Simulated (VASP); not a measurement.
# PbSe (Pm-3m) in VASP: a series of runs, part 2 of 2

VASP 6.6.1. The steps go on from the part before.

### Step 5. Single point, PBEsol

This run uses another cell than the first one, of 28.18 Å³/atom, 1.061 times its volume.

File INCAR:

```
  PREC = Accurate
  ENCUT = 500
  EDIFF = 1E-6
  ISMEAR = -1
  SIGMA = 0.1
  LREAL = False
  LASPH = True
  NELM = 120
  ALGO = Normal
  ISIF = 2
  LWAVE = False
  LCHARG = False
  GGA = PS
  NBANDS = 17
  GGA_COMPAT = False
```

File KPOINTS:

```
regular mesh
0
Gamma
  6 6 6
```

File POSCAR:

```
PbSe
1.0
    3.8341214214      0.0000000000      0.0000000000
    0.0000000000      3.8341214214      0.0000000000
    0.0000000000      0.0000000000      3.8341214214
Pb Se
1 1
Direct
    0.0000000000      0.0000000000      0.0000000000
    0.5000000000      0.5000000000      0.5000000000
```

Potentials or basis: VASP PAW PBE potentials, release 64 (Pb_d, Se).

Launch:

```console
cat potpaw_PBE.64/Pb_d/POTCAR potpaw_PBE.64/Se/POTCAR > POTCAR
mpirun -np 1 vasp_std > vasp.out
```

OUTCAR:

```text
PREC = Accurate
   ENCUT = 500
   EDIFF = 1E-6
   ISMEAR = -1
   LREAL = False
   LASPH = True
   NELM = 120
   ISIF = 2
   GGA = PS

 ion  position               nearest neighbor table
   1  0.000  0.000  0.000-   2 3.32   2 3.32   2 3.32   2 3.32   2 3.32   2 3.32   2 3.32   2 3.32

   2  0.500  0.500  0.500-   1 3.32   1 3.32   1 3.32   1 3.32   1 3.32   1 3.32   1 3.32   1 3.32

  LATTYP: Found a simple cubic cell.
 ALAT       =     3.8341214214

[... 581 lines left out ...]

------------------------ aborting loop because EDIFF is reached ----------------------------------------

  FORCE on cell =-STRESS in cart. coord.  units (eV):
  Direction    XX          YY          ZZ          XY          YZ          ZX
  --------------------------------------------------------------------------------------
  -------------------------------------------------------------------------------------
  Total       -1.6414428     -1.6414428     -1.6414428      0.0000000      0.0000000     -0.0000000
  in kB      -46.6593581    -46.6593581    -46.6593581      0.0000000      0.0000000     -0.0000000
  external PRESSURE =     -46.6593581 kB  Pullay stress =       0.0000000 kB

 VOLUME and BASIS-vectors are now :
 -----------------------------------------------------------------------------
  energy-cutoff  :      500.00
  volume of cell :       56.36
      direct lattice vectors                 reciprocal lattice vectors
     3.834121421  0.000000000  0.000000000     0.260815945  0.000000000  0.000000000
     0.000000000  3.834121421  0.000000000     0.000000000  0.260815945  0.000000000
     0.000000000  0.000000000  3.834121421     0.000000000  0.000000000  0.260815945

 POSITION                                       TOTAL-FORCE (eV/Angst)
 -----------------------------------------------------------------------------------
      0.00000      0.00000      0.00000         0.000000      0.000000      0.000000
      1.91706      1.91706      1.91706         0.000000      0.000000      0.000000
 -----------------------------------------------------------------------------------
    total drift:                               -0.000000      0.000000     -0.000000

  FREE ENERGIE OF THE ION-ELECTRON SYSTEM (eV)
  ---------------------------------------------------
  free  energy   TOTEN  =        -8.4290449937 eV

  energy  without entropy=       -8.3973555243  energy(sigma->0) =       -8.41320026
```

OSZICAR:

```text
N       E                     dE             d eps       ncg     rms          rms(c)
DAV:   1     0.159010836769E+03    0.15901E+03   -0.93305E+03   680   0.120E+03
DAV:   2     0.272457991557E+01   -0.15629E+03   -0.15117E+03   705   0.309E+02
DAV:   3    -0.859587350971E+01   -0.11320E+02   -0.11040E+02   925   0.863E+01
DAV:   4    -0.885365361962E+01   -0.25778E+00   -0.25753E+00   821   0.147E+01
DAV:   5    -0.886236772290E+01   -0.87141E-02   -0.87138E-02   933   0.260E+00    0.272E+00
DAV:   6    -0.843755302740E+01    0.42481E+00   -0.10519E+00   975   0.690E+00    0.140E+00
DAV:   7    -0.843239222570E+01    0.51608E-02   -0.82697E-02   797   0.140E+00    0.813E-01
DAV:   8    -0.843065221705E+01    0.17400E-02   -0.19628E-02   781   0.112E+00    0.207E-01
DAV:   9    -0.842932835823E+01    0.13239E-02   -0.11047E-02   985   0.650E-01    0.944E-02
DAV:  10    -0.842926205068E+01    0.66308E-04   -0.33118E-03   997   0.356E-01    0.620E-02
DAV:  11    -0.842904395058E+01    0.21810E-03   -0.54374E-04   955   0.146E-01    0.973E-03
DAV:  12    -0.842904491315E+01   -0.96257E-06   -0.47805E-05   754   0.335E-02    0.301E-03
DAV:  13    -0.842904499369E+01   -0.80537E-07   -0.73243E-07   660   0.645E-03
   1 F= -.84290450E+01 E0= -.84132003E+01  d E =-.316895E-01
```

stdout:

```text
POSCAR found type information on POSCAR PbSe
 POSCAR found :  2 types and       2 ions
 scaLAPACK will be used
 -----------------------------------------------------------------------------
|                                                                             |
|                                                                             |
|     You enforced a specific xc type in the INCAR file but a different       |
|     I HOPE YOU KNOW WHAT YOU ARE DOING!                                     |
|                                                                             |
 -----------------------------------------------------------------------------

 LDA part: xc-table for (Slater+PW92), standard interpolation
 POSCAR, INCAR and KPOINTS ok, starting setup
 FFT: planning ... GRIDC
 FFT: planning ... GRID_SOFT
 FFT: planning ... GRID
 WAVECAR not read
 entering main loop
```

It took 8.4 s on 1 thread of Intel Xeon 6975P-C (Granite Rapids), shared host; peak memory 0.16 GiB.

What came out:

| Item | Value |
| --- | --- |
| Free energy | -8.4290 eV |
| Pressure | -4.7 GPa |
| Band gap on the k mesh | zero (band 10 reaches 4.85 eV, above the bottom of band 11 at 4.23 eV) |

Caveat: the PAW data sets were made with another functional, which shifts forces and pressure a little; spin-orbit coupling is left out, which moves the levels of the heavy elements.

### Step 6. Single point, PBEsol

This run uses another cell than the first one, of 28.72 Å³/atom, 1.082 times its volume.

File INCAR:

```
SYSTEM = PbSe
ALGO     = Normal         ! electronic algorithm
EDIFF    = 1E-6           ! SCF threshold, eV
ENCUT    = 500            ! plane-wave cutoff, eV
GGA      = PS             ! functional
GGA_COMPAT= .False.      
ISIF     = 2              ! what is computed and relaxed
ISMEAR   = -1             ! smearing method
LASPH    = .True.         ! aspherical terms in the spheres
LCHARG   = .True.         ! write CHGCAR
LELF     = .True.         ! ELF
LREAL    = .False.        ! projectors in reciprocal space
LVHAR    = .True.       
LWAVE    = .False.        ! write WAVECAR
NBANDS   = 17             ! bands
NELM     = 120            ! most SCF steps
PREC     = Accurate       ! precision mode
SIGMA    = 0.1            ! smearing width, eV
```

File KPOINTS:

```
k-points
0
Gamma
  6 6 6
  0 0 0
```

File POSCAR:

```
PbSe
1.0
    3.8585432354      0.0000000000      0.0000000000
    0.0000000000      3.8585432354      0.0000000000
    0.0000000000      0.0000000000      3.8585432354
Pb Se
1 1
Direct
    0.0000000000      0.0000000000      0.0000000000
    0.5000000000      0.5000000000      0.5000000000
```

Potentials or basis: VASP PAW PBE potentials, release 64 (Pb_d, Se).

Launch:

```console
cat potpaw_PBE.64/Pb_d/POTCAR potpaw_PBE.64/Se/POTCAR > POTCAR
mpirun -np 1 vasp_std > vasp.out
```

OUTCAR:

```text
SYSTEM = PbSe
   EDIFF = 1E-6
   ENCUT = 500
   GGA = PS
   ISIF = 2
   ISMEAR = -1
   LASPH = .True.
   LREAL = .False.
   NELM = 120
   PREC = Accurate

 ion  position               nearest neighbor table
   1  0.000  0.000  0.000-   2 3.34   2 3.34   2 3.34   2 3.34   2 3.34   2 3.34   2 3.34   2 3.34

   2  0.500  0.500  0.500-   1 3.34   1 3.34   1 3.34   1 3.34   1 3.34   1 3.34   1 3.34   1 3.34

  LATTYP: Found a simple cubic cell.
 ALAT       =     3.8585432354

  Lattice vectors:

 A1 = (   3.8585432354,   0.0000000000,   0.0000000000)
 A2 = (   0.0000000000,   3.8585432354,   0.0000000000)
 A3 = (   0.0000000000,   0.0000000000,   3.8585432354)

Analysis of symmetry for initial positions (statically):
=====================================================================
 Subroutine PRICEL returns:
 Original cell was already a primitive cell.

 Routine SETGRP: Setting up the symmetry group for a
 simple cubic supercell.

 Subroutine GETGRP returns: Found 48 space group operations
 (whereof 48 operations were pure point group operations)
 out of a pool of 48 trial point group operations.

The static configuration has the point symmetry O_h .

Analysis of symmetry for dynamics (positions and initial velocities):
=====================================================================
 Subroutine PRICEL returns:
 Original cell was already a primitive cell.

 Routine SETGRP: Setting up the symmetry group for a
 simple cubic supercell.

 Subroutine GETGRP returns: Found 48 space group operations
 (whereof 48 operations were pure point group operations)
 out of a pool of 48 trial point group operations.

The dynamic configuration has the point symmetry O_h .

 Subroutine INISYM returns: Found 48 space group operations
 (whereof 48 operations are pure point group operations),
 and found     1 'primitive' translations

----------------------------------------------------------------------------------------

                                     Primitive cell

  volume of cell :      57.4474

  direct lattice vectors                    reciprocal lattice vectors
     3.858543235  0.000000000  0.000000000     0.259165166  0.000000000  0.000000000
     0.000000000  3.858543235  0.000000000     0.000000000  0.259165166  0.000000000
     0.000000000  0.000000000  3.858543235     0.000000000  0.000000000  0.259165166

  length of vectors
     3.858543235  3.858543235  3.858543235     0.259165166  0.259165166  0.259165166

  position of ions in fractional coordinates (direct lattice)
     0.000000000  0.000000000  0.000000000
     0.500000000  0.500000000  0.500000000

  ion indices of the primitive-cell ions
   primitive index   ion index
                 1           1
                 2           2

----------------------------------------------------------------------------------------

 KPOINTS: k-points

Automatic generation of k-mesh.
 Grid dimensions read from file:
 generate k-points for:    6    6    6

 Generating k-lattice:

  Cartesian coordinates                     Fractional coordinates (reciprocal lattice)
     0.043194194  0.000000000  0.000000000     0.166666667  0.000000000  0.000000000
     0.000000000  0.043194194  0.000000000     0.000000000  0.166666667  0.000000000
     0.000000000  0.000000000  0.043194194     0.000000000  0.000000000  0.166666667

  Length of vectors
     0.043194194  0.043194194  0.043194194

  Shift w.r.t. Gamma in fractional coordinates (k-lattice)
     0.000000000  0.000000000  0.000000000

 Subroutine IBZKPT returns following result:
 ===========================================

 Found     20 irreducible k-points:

 Following reciprocal coordinates:
            Coordinates               Weight
  0.000000  0.000000  0.000000      1.000000
  0.166667  0.000000  0.000000      6.000000
  0.333333  0.000000  0.000000      6.000000
  0.500000  0.000000  0.000000      3.000000
  0.166667  0.166667  0.000000     12.000000
  0.333333  0.166667  0.000000     24.000000
[... 12 lines left out ...]
  0.500000  0.500000  0.333333      6.000000
  0.500000  0.500000  0.500000      1.000000
   k-points           NKPTS =     20   k-points in BZ     NKDIM =     20   number of bands    NBANDS=     17
   number of dos      NEDOS =    301   number of ions     NIONS =      2
   total plane-waves  NPLWV =  21952
   dimension x,y,z NGX =    28 NGY =   28 NGZ =   28
   dimension x,y,z NGXF=    56 NGYF=   56 NGZF=   56
   ions per type =               1   1
   NGX,Y,Z   is equivalent  to a cutoff of  12.06, 12.06, 12.06 a.u.
   NGXF,Y,Z  is equivalent  to a cutoff of  24.13, 24.13, 24.13 a.u.
 SYSTEM =  PbSe
   PREC   = accura    normal or accurate (medium, high low for compatibility)
   ISTART =      0    job   : 0-new  1-cont  2-samecut
   ICHARG =      2    charge: 1-file 2-atom 10-const
   ISPIN  =      1    spin polarized calculation?
   LNONCOLLINEAR =      F non collinear calculations
   LSORBIT =      F    spin-orbit coupling
   LASPH  =      T    aspherical Exc in radial PAW
   ENCUT  =  500.0 eV  36.75 Ry    6.06 a.u.   7.04  7.04  7.04*2*pi/ulx,y,z
   NELM   =    120;   NELMIN=  2; NELMDL= -5     # of ELM steps
   EDIFF  = 0.1E-05   stopping-criterion for ELM
   LREAL  =      F    real-space projection
   EDIFFG = 0.1E-04   stopping-criterion for IOM
   NSW    =      0    number of steps for IOM
   IBRION =     -1    ionic relax: 0-MD 1-quasi-New 2-CG
   NFREE  =      0    steps in history (QN), initial steepest desc. (CG)
   ISIF   =      2    stress and relaxation
   ISYM   =      2    0-nonsym 1-usesym 2-fastsym
   POTIM  = 0.5000    time-step for ionic-motion
   TEBEG  =    0.0;   TEEND  =   0.0 temperature during run
   PSTRESS=    0.0 pullay stress
   NELECT =      20.0000    total number of electrons
   NUPDOWN=      -1.0000    fix difference up-down
   EMIN   =  10.00;   EMAX   =-10.00  energy-range for DOS
   EFERMI =   0.00;   METHOD = LEGACY
   ISMEAR =    -1;   SIGMA  =   0.10  broadening in eV -4-tet -1-fermi 0-gaus
   EFERMI_NEDOS =   21; number of points for ismear=-14 and -15
   IALGO  =     38    algorithm
   IMIX   =      4    mixing-type and parameters
     AMIX     =   0.40;   BMIX     =  1.00
     AMIX_MAG =   1.60;   BMIX_MAG =  1.00
  volume/ion in A,a.u.               =      28.72       193.84
  Fermi-wavevector in a.u.,A,eV,Ry     =   1.151670  2.176341 18.046009  1.326344
  Thomas-Fermi vector in A             =   2.288326
   LORBIT       =      0    0 simple, 1 ext, 2 COOP (PROOUT), +10 PAW based schemes
   GGA     = PS    functional components
   LHFCALC =     F    Hartree Fock is set to
   AEXX    =    0.0000 exact exchange contribution
   IVDW    =     0    specifies the selected vdW correction
   LEPSILON=     F    determine dielectric tensor
   LRPA    =     F    only Hartree local field effects (RPA)
 non-spin polarized calculation
  energy-cutoff  :      500.00
  volume of cell :       57.45
 maximum number of plane-waves:      1478
   NGX = 15   NGY = 15   NGZ = 15

 number of electron      19.9999989 magnetization

 Free energy of the ion-electron system (eV)
  ---------------------------------------------------
  ext. energy  EPLUGINS =         0.00000000
  ---------------------------------------------------
  free energy    TOTEN  =        -8.39571778 eV

  energy without entropy =       -8.36444576  energy(sigma->0) =       -8.38008177

 E-fermi :   4.6608     XC(G=0):  -9.8536

 val. band max:        4.6390429787   @ k =   0.1667   0.1667   0.1667
 cond. band min:       4.7161891982   @ k =   0.5000   0.3333   0.3333
 fundamental gap:      0.0771462195
 Fermi energy:         4.6608485430

 k-point     1 :       0.0000    0.0000    0.0000
  band No.  band energies     occupation
      1     -12.2612      2.00000
      2     -12.2612      2.00000
      3     -12.1356      2.00000
      4     -12.1356      2.00000
      5     -12.1356      2.00000
      6      -8.2863      2.00000
[... 9 lines left out ...]
     16      14.9566      0.00000
     17      17.1218      0.00000
[... 361 lines left out ...]
 k-point    20 :       0.5000    0.5000    0.5000
  band No.  band energies     occupation
      1     -12.2086      2.00000
      2     -12.2086      2.00000
      3     -12.2086      2.00000
      4     -12.1026      2.00000
      5     -12.1026      2.00000
      6      -6.6200      2.00000
[... 9 lines left out ...]
     16      17.6786      0.00000
     17      21.2823      0.00000

------------------------ aborting loop because EDIFF is reached ----------------------------------------

  FORCE on cell =-STRESS in cart. coord.  units (eV):
  Direction    XX          YY          ZZ          XY          YZ          ZX
  --------------------------------------------------------------------------------------
  -------------------------------------------------------------------------------------
  Total       -1.9000405     -1.9000405     -1.9000405      0.0000000     -0.0000000     -0.0000000
  in kB      -52.9911489    -52.9911489    -52.9911489      0.0000000     -0.0000000     -0.0000000
  external PRESSURE =     -52.9911489 kB  Pullay stress =       0.0000000 kB

 VOLUME and BASIS-vectors are now :
 -----------------------------------------------------------------------------
  energy-cutoff  :      500.00
  volume of cell :       57.45
      direct lattice vectors                 reciprocal lattice vectors
     3.858543235  0.000000000  0.000000000     0.259165166  0.000000000  0.000000000
     0.000000000  3.858543235  0.000000000     0.000000000  0.259165166  0.000000000
     0.000000000  0.000000000  3.858543235     0.000000000  0.000000000  0.259165166

 POSITION                                       TOTAL-FORCE (eV/Angst)
 -----------------------------------------------------------------------------------
      0.00000      0.00000      0.00000         0.000000      0.000000      0.000000
      1.92927      1.92927      1.92927         0.000000      0.000000      0.000000
 -----------------------------------------------------------------------------------
    total drift:                               -0.000000      0.000000      0.000000

  FREE ENERGIE OF THE ION-ELECTRON SYSTEM (eV)
  ---------------------------------------------------
  free  energy   TOTEN  =        -8.3957177802 eV

  energy  without entropy=       -8.3644457643  energy(sigma->0) =       -8.38008177
```

Run time: 8.6 s. Hardware: 1 thread of Intel Xeon 6975P-C (Granite Rapids), shared host; peak memory 0.16 GiB.

Results:

```yaml
Free_energy: -8.3957 eV
Pressure: -5.3 GPa
Band_gap_on_the_k_mesh: zero (band 10 reaches 4.64 eV, above the bottom of band 11 at 4.09 eV)
```

Caveat: the PAW data sets were made with another functional, which shifts forces and pressure a little; spin-orbit coupling is left out, which moves the levels of the heavy elements.

### Step 7. Overview

| cell | gap on the mesh (eV) | pressure (GPa) |
| --- | --- | --- |
| a = 3.759 Å, 2 atoms | none | -2.3 |
| a = 3.784 Å, 2 atoms | none | -3.2 |
| a = 3.809 Å, 2 atoms | none | -4.0 |
| a = 3.834 Å, 2 atoms | none | -4.7 |
| a = 3.859 Å, 2 atoms | none | -5.3 |

Alike in all rows: task single point; level PBEsol; potentials or basis VASP PAW PBE potentials, release 64 (Pb_d, Se); no spin polarisation; k mesh 6 × 6 × 6; cutoff (eV) 500; smearing fermi-dirac 0.1 eV.

Caveats: the PAW data sets were made with another functional, which shifts forces and pressure a little; spin-orbit coupling is left out, which moves the levels of the heavy elements.

Absolute energies hang on the potentials; compare differences alone.
